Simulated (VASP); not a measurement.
Here is a VASP 6.6.1 calculation.

File POSCAR:

```
WC
1.0
    0.0000000000      2.1926840000      2.1926840000
    2.1926840000      0.0000000000      2.1926840000
    2.1926840000      2.1926840000      0.0000000000
W C
1 1
Direct
    0.0000000000      0.0000000000      0.0000000000
    0.5000000000      0.5000000000      0.5000000000
```

Contents of INCAR.step1:

```
SYSTEM = WC
ALGO = Normal
EDIFF = 1E-4
ENCUT = 520
GGA = PE
ISMEAR = 0
LASPH = .True.
LCHARG = .False.
LREAL = .False.
LWAVE = .True.
NBANDS = 16
NELM = 80
PREC = Accurate
SIGMA = 0.2
```

Contents of INCAR.step2:

```
SYSTEM = WC
ALGO = Normal
EDIFF = 1E-6
ENCUT = 520
ISIF = 2
ISMEAR = 0
ISTART = 1
IVDW = 12
LASPH = .True.
LCHARG = .True.
LELF = .True.
LMIXTAU = .True.
LREAL = .False.
LVHAR = .True.
LWAVE = .False.
METAGGA = R2SCAN
NBANDS = 16
NELM = 80
PREC = Accurate
SIGMA = 0.2
VDW_A1 = 0.49484001
VDW_A2 = 5.73083694
VDW_S6 = 1.0
VDW_S8 = 0.78981345
```

File KPOINTS:

```
k-points
0
Gamma
  11 11 11
  0 0 0
```

Potentials or basis: VASP PAW PBE potentials, release 64 (W_sv, C).

Command:

```console
$ cat potpaw_PBE.64/W_sv/POTCAR potpaw_PBE.64/C/POTCAR > POTCAR
$ cp INCAR.step1 INCAR
$ mpirun -np 1 vasp_std > vasp.out
$ cp INCAR.step2 INCAR
$ mpirun -np 1 vasp_std > vasp.out
```

Problem. Estimate the pressure.

Solution. -6.7 GPa.

Problem. Estimate the band gap on the k mesh.

Solution. Zero (band 9 reaches 13.38 eV, above the bottom of band 10 at 10.17 eV).

Problem. Estimate the dispersion energy per atom.

Solution. -0.215 eV.

Caveat: the PAW data sets were made with another functional, which shifts forces and pressure a little; spin-orbit coupling is left out, which moves the levels of the heavy elements; pairwise dispersion overbinds metals, which lowers pressure and volume.
